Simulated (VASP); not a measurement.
Input of a VASP 6.6.1 run:

File INCAR:

```
SYSTEM = Cs
ALGO = Normal ; EDIFF = 1E-7
ENCUT = 520 ; GGA = PE
ISIF = 2 ; ISMEAR = -1
LASPH = .True. ; LCHARG = .False.
LREAL = .False. ; LWAVE = .False.
NBANDS = 16 ; NELM = 60
PREC = Accurate ; SIGMA = 0.08
```

Contents of KPOINTS:

```
k-points
0
Gamma
  9 9 9
  0 0 0
```

Contents of POSCAR:

```
Cs
1.0
   -3.9641601224      3.9641601224      2.1466080237
    3.9641601224     -3.9641601224      2.1466080237
    3.9641601224      3.9641601224     -2.1466080237
Cs
2
Direct
   -0.3750000000     -0.1250000000     -0.2500000000
    0.3750000000      0.1250000000      0.2500000000
```

Potentials or basis: VASP PAW PBE potentials, release 64 (Cs_sv).

Launch:

```sh
$ cat potpaw_PBE.64/Cs_sv/POTCAR > POTCAR
$ mpirun -np 1 vasp_std > vasp.out
```

Question: What does it give for the band gap on the k mesh?

Answer: Zero (bands 9 and 10 overlap by 0.85 eV).

Question: What does it give for the pressure?

Answer: 2.5 GPa.

Caveat: spin-orbit coupling is left out, which moves the levels of the heavy elements.
